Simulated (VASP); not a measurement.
# C (Fd-3m) in VASP: single point with PBEsol

Aim: the single point of C with PBEsol.

Everything below comes from runs of VASP 6.6.1. Logs are shortened: lines on timing, memory, paths and dates and some standing lists are left out, and cuts for length are marked.

### 1 The cell of the first run

The structure is cubic, space group Fd-3m (No. 227). The conventional cell has a = 3.554 Å, b = 3.554 Å, c = 3.554 Å, α = 90.00°, β = 90.00°, γ = 90.00°. Within 2.1 Å of C (site symmetry -43m) lie 4 C at 1.54 Å.

### 2 Single point, PBEsol

INCAR reads:

```
ALGO = Normal
EDIFF = 1E-6
ENCUT = 600
GGA = PS
GGA_COMPAT = False
ISIF = 2
ISMEAR = 0
LASPH = True
LCHARG = False
LREAL = False
LWAVE = False
NBANDS = 11
NELM = 120
PREC = Accurate
SIGMA = 0.02
```

KPOINTS reads:

```
k-points
0
Gamma
  16 16 16
```

POSCAR reads:

```
C
1.0
    0.0000000000      1.7769057984      1.7769057984
    1.7769057984      0.0000000000      1.7769057984
    1.7769057984      1.7769057984      0.0000000000
C
2
Direct
    0.5000000000      0.5000000000      0.5000000000
    0.7500000000      0.7500000000      0.7500000000
```

Potentials or basis: VASP PAW PBE potentials, release 64 (C).

Command:

```bash
cat potpaw_PBE.64/C/POTCAR > POTCAR
mpirun -np 1 vasp_std > vasp.out
```

OUTCAR:

```text
EDIFF = 1E-6
   ENCUT = 600
   GGA = PS
   ISIF = 2
   ISMEAR = 0
   LASPH = True
   LREAL = False
   NELM = 120
   PREC = Accurate

 ion  position               nearest neighbor table
   1  0.500  0.500  0.500-   2 1.54   2 1.54   2 1.54   2 1.54
   2  0.750  0.750  0.750-   1 1.54   1 1.54   1 1.54   1 1.54

  LATTYP: Found a face centered cubic cell.
 ALAT       =     3.5538115968

  Lattice vectors:

 A1 = (   0.0000000000,   1.7769057984,   1.7769057984)
 A2 = (   1.7769057984,   0.0000000000,   1.7769057984)
 A3 = (   1.7769057984,   1.7769057984,   0.0000000000)

Analysis of symmetry for initial positions (statically):
=====================================================================
 Subroutine PRICEL returns:
 Original cell was already a primitive cell.

 Routine SETGRP: Setting up the symmetry group for a
 face centered cubic supercell.

 Subroutine GETGRP returns: Found 48 space group operations
 (whereof 24 operations were pure point group operations)
 out of a pool of 48 trial point group operations.

The static configuration has the point symmetry T_d .
 The point group associated with its full space group is O_h .

Analysis of symmetry for dynamics (positions and initial velocities):
=====================================================================
 Subroutine PRICEL returns:
 Original cell was already a primitive cell.

 Routine SETGRP: Setting up the symmetry group for a
 face centered cubic supercell.

 Subroutine GETGRP returns: Found 48 space group operations
 (whereof 24 operations were pure point group operations)
 out of a pool of 48 trial point group operations.

The dynamic configuration has the point symmetry T_d .
 The point group associated with its full space group is O_h .

 Subroutine INISYM returns: Found 48 space group operations
 (whereof 24 operations are pure point group operations),
 and found     1 'primitive' translations

----------------------------------------------------------------------------------------

                                     Primitive cell

  volume of cell :      11.2208

  direct lattice vectors                    reciprocal lattice vectors
     0.000000000  1.776905798  1.776905798    -0.281388018  0.281388018  0.281388018
     1.776905798  0.000000000  1.776905798     0.281388018 -0.281388018  0.281388018
     1.776905798  1.776905798  0.000000000     0.281388018  0.281388018 -0.281388018

  length of vectors
     2.512924279  2.512924279  2.512924279     0.487378343  0.487378343  0.487378343

  position of ions in fractional coordinates (direct lattice)
     0.500000000  0.500000000  0.500000000
     0.750000000  0.750000000  0.750000000

  ion indices of the primitive-cell ions
   primitive index   ion index
                 1           1
                 2           2

----------------------------------------------------------------------------------------

 KPOINTS: k-points

Automatic generation of k-mesh.
 Grid dimensions read from file:
 generate k-points for:   16   16   16

 Generating k-lattice:

  Cartesian coordinates                     Fractional coordinates (reciprocal lattice)
    -0.017586751  0.017586751  0.017586751     0.062500000  0.000000000  0.000000000
     0.017586751 -0.017586751  0.017586751     0.000000000  0.062500000  0.000000000
     0.017586751  0.017586751 -0.017586751     0.000000000  0.000000000  0.062500000

  Length of vectors
     0.030461146  0.030461146  0.030461146

  Shift w.r.t. Gamma in fractional coordinates (k-lattice)
     0.000000000  0.000000000  0.000000000

 Subroutine IBZKPT returns following result:
 ===========================================

 Found    145 irreducible k-points:

 Following reciprocal coordinates:
            Coordinates               Weight
  0.000000  0.000000  0.000000      1.000000
  0.062500  0.000000  0.000000      8.000000
  0.125000  0.000000  0.000000      8.000000
  0.187500  0.000000  0.000000      8.000000
  0.250000  0.000000  0.000000      8.000000
  0.312500  0.000000  0.000000      8.000000
[... 16 lines left out ...]
 -0.125000  0.062500  0.000000     24.000000
 -0.062500  0.062500  0.000000     12.000000
 [... further k-points ...]
   k-points           NKPTS =    145   k-points in BZ     NKDIM =    145   number of bands    NBANDS=     11
   number of dos      NEDOS =    301   number of ions     NIONS =      2
   total plane-waves  NPLWV =   8000
   dimension x,y,z NGX =    20 NGY =   20 NGZ =   20
   dimension x,y,z NGXF=    40 NGYF=   40 NGZF=   40
   ions per type =               2
   NGX,Y,Z   is equivalent  to a cutoff of  13.23, 13.23, 13.23 a.u.
   NGXF,Y,Z  is equivalent  to a cutoff of  26.46, 26.46, 26.46 a.u.
 SYSTEM =  unknown system
   PREC   = accura    normal or accurate (medium, high low for compatibility)
   ISTART =      0    job   : 0-new  1-cont  2-samecut
   ICHARG =      2    charge: 1-file 2-atom 10-const
   ISPIN  =      1    spin polarized calculation?
   LNONCOLLINEAR =      F non collinear calculations
   LSORBIT =      F    spin-orbit coupling
   LASPH  =      T    aspherical Exc in radial PAW
   ENCUT  =  600.0 eV  44.10 Ry    6.64 a.u.   5.02  5.02  5.02*2*pi/ulx,y,z
   NELM   =    120;   NELMIN=  2; NELMDL= -5     # of ELM steps
   EDIFF  = 0.1E-05   stopping-criterion for ELM
   LREAL  =      F    real-space projection
   EDIFFG = 0.1E-04   stopping-criterion for IOM
   NSW    =      0    number of steps for IOM
   IBRION =     -1    ionic relax: 0-MD 1-quasi-New 2-CG
   NFREE  =      0    steps in history (QN), initial steepest desc. (CG)
   ISIF   =      2    stress and relaxation
   ISYM   =      2    0-nonsym 1-usesym 2-fastsym
   POTIM  = 0.5000    time-step for ionic-motion
   TEBEG  =    0.0;   TEEND  =   0.0 temperature during run
   PSTRESS=    0.0 pullay stress
   NELECT =       8.0000    total number of electrons
   NUPDOWN=      -1.0000    fix difference up-down
   EMIN   =  10.00;   EMAX   =-10.00  energy-range for DOS
   EFERMI =   0.00;   METHOD = LEGACY
   ISMEAR =     0;   SIGMA  =   0.02  broadening in eV -4-tet -1-fermi 0-gaus
   EFERMI_NEDOS =   21; number of points for ismear=-14 and -15
   IALGO  =     38    algorithm
   IMIX   =      4    mixing-type and parameters
     AMIX     =   0.40;   BMIX     =  1.00
     AMIX_MAG =   1.60;   BMIX_MAG =  1.00
  volume/ion in A,a.u.               =       5.61        37.86
  Fermi-wavevector in a.u.,A,eV,Ry     =   1.462504  2.763732 29.101749  2.138918
  Thomas-Fermi vector in A             =   2.578710
   LORBIT       =      0    0 simple, 1 ext, 2 COOP (PROOUT), +10 PAW based schemes
   GGA     = PS    functional components
   LHFCALC =     F    Hartree Fock is set to
   AEXX    =    0.0000 exact exchange contribution
   IVDW    =     0    specifies the selected vdW correction
   LEPSILON=     F    determine dielectric tensor
   LRPA    =     F    only Hartree local field effects (RPA)
 non-spin polarized calculation
 Gauss-broadening in eV      SIGMA  =   0.02
  energy-cutoff  :      600.00
  volume of cell :       11.22
 maximum number of plane-waves:       388
   NGX =  9   NGY =  9   NGZ =  9

 number of electron       7.9999999 magnetization

 Free energy of the ion-electron system (eV)
  ---------------------------------------------------
  ext. energy  EPLUGINS =         0.00000000
  ---------------------------------------------------
  free energy    TOTEN  =       -19.25422920 eV

  energy without entropy =      -19.25422920  energy(sigma->0) =      -19.25422920

 E-fermi :  10.0312     XC(G=0): -13.4866

 val. band max:        9.8662264305   @ k =   0.0000   0.0000   0.0000
 cond. band min:      13.8954772771   @ k =   0.3750   0.3750   0.0000
 fundamental gap:      4.0292508466
 Fermi energy:        10.0311894596

 k-point     1 :       0.0000    0.0000    0.0000
  band No.  band energies     occupation
      1     -11.8020      2.00000
      2       9.8662      2.00000
      3       9.8662      2.00000
      4       9.8662      2.00000
      5      15.4356      0.00000
      6      15.4356      0.00000
      7      15.4356      0.00000
      8      23.4834      0.00000
      9      28.9655      0.00000
     10      36.4561      0.00000
     11      36.4561      0.00000

 k-point     2 :       0.0625    0.0000    0.0000
  band No.  band energies     occupation
      1     -11.6929      2.00000
      2       9.1209      2.00000
      3       9.6727      2.00000
      4       9.6727      2.00000
      5      15.6880      0.00000
      6      15.6880      0.00000
      7      15.8902      0.00000
      8      23.5658      0.00000
      9      29.1558      0.00000
     10      34.7709      0.00000
     11      34.7709      0.00000

 k-point     3 :       0.1250    0.0000    0.0000
  band No.  band energies     occupation
      1     -11.3656      2.00000
      2       7.4159      2.00000
      3       9.2006      2.00000
      4       9.2006      2.00000
      5      16.3090      0.00000
      6      16.3090      0.00000
      7      16.7543      0.00000
      8      23.8076      0.00000
      9      29.6299      0.00000
     10      33.2638      0.00000
     11      33.2638      0.00000

 k-point     4 :       0.1875    0.0000    0.0000
  band No.  band energies     occupation
      1     -10.8227      2.00000
      2       5.3507      2.00000
      3       8.6331      2.00000
      4       8.6331      2.00000
      5      17.0380      0.00000
      6      17.0380      0.00000
      7      17.5244      0.00000
      8      24.1803      0.00000
      9      30.1277      0.00000
     10      32.3643      0.00000
     11      32.3643      0.00000
[... 239 lines left out ...]
 k-point    22 :      -0.1875    0.0625    0.0000
  band No.  band energies     occupation
      1     -10.4984      2.00000
      2       4.6648      2.00000
      3       7.4829      2.00000
      4       8.8142      2.00000
      5      16.8959      0.00000
      6      17.8374      0.00000
      7      18.0333      0.00000
      8      24.1179      0.00000
      9      30.3866      0.00000
     10      30.9641      0.00000
     11      32.9794      0.00000

 k-point    23 :      -0.1250    0.0625    0.0000
  band No.  band energies     occupation
      1     -11.1118      2.00000
      2       6.7321      2.00000
      3       8.0529      2.00000
      4       9.3431      2.00000
      5      16.2157      0.00000
      6      17.0627      0.00000
      7      17.3984      0.00000
      8      23.8552      0.00000
      9      29.9500      0.00000
     10      31.6396      0.00000
     11      33.3154      0.00000

 k-point    24 :      -0.0625    0.0625    0.0000
  band No.  band energies     occupation
      1     -11.5110      2.00000
      2       8.4261      2.00000
      3       8.7673      2.00000
      4       9.6846      2.00000
      5      15.7314      0.00000
      6      16.2691      0.00000
      7      16.5720      0.00000
      8      23.6679      0.00000
      9      29.4473      0.00000
     10      32.9456      0.00000
     11      34.2536      0.00000

 [... further k-points ...]
[... 5 lines left out ...]
  --------------------------------------------------------------------------------------
  -------------------------------------------------------------------------------------
  Total        0.0307365      0.0307365      0.0307365      0.0000000      0.0000000      0.0000000
  in kB        4.3887544      4.3887544      4.3887544      0.0000000      0.0000000      0.0000000
  external PRESSURE =       4.3887544 kB  Pullay stress =       0.0000000 kB

 VOLUME and BASIS-vectors are now :
 -----------------------------------------------------------------------------
  energy-cutoff  :      600.00
  volume of cell :       11.22
      direct lattice vectors                 reciprocal lattice vectors
     0.000000000  1.776905798  1.776905798    -0.281388018  0.281388018  0.281388018
     1.776905798  0.000000000  1.776905798     0.281388018 -0.281388018  0.281388018
     1.776905798  1.776905798  0.000000000     0.281388018  0.281388018 -0.281388018

 POSITION                                       TOTAL-FORCE (eV/Angst)
 -----------------------------------------------------------------------------------
      1.77691      1.77691      1.77691         0.000000     -0.000000      0.000000
      2.66536      2.66536      2.66536        -0.000000      0.000000     -0.000000
 -----------------------------------------------------------------------------------
    total drift:                                0.000000     -0.000000      0.000000

  FREE ENERGIE OF THE ION-ELECTRON SYSTEM (eV)
  ---------------------------------------------------
  free  energy   TOTEN  =       -19.2542292035 eV

  energy  without entropy=      -19.2542292035  energy(sigma->0) =      -19.25422920
```

It took 27 s on 1 thread of Intel Xeon 8259CL, shared host; peak memory 0.13 GiB.

Results:

| Quantity | Value |
| --- | --- |
| Free energy | -19.2542 eV |
| Pressure | 0.4 GPa |
| Band gap on the k mesh | 4.03 eV, indirect (least direct gap 5.57 eV) |

Caveat: the PAW data sets were made with another functional, which shifts forces and pressure a little. A k mesh can miss the band edges.
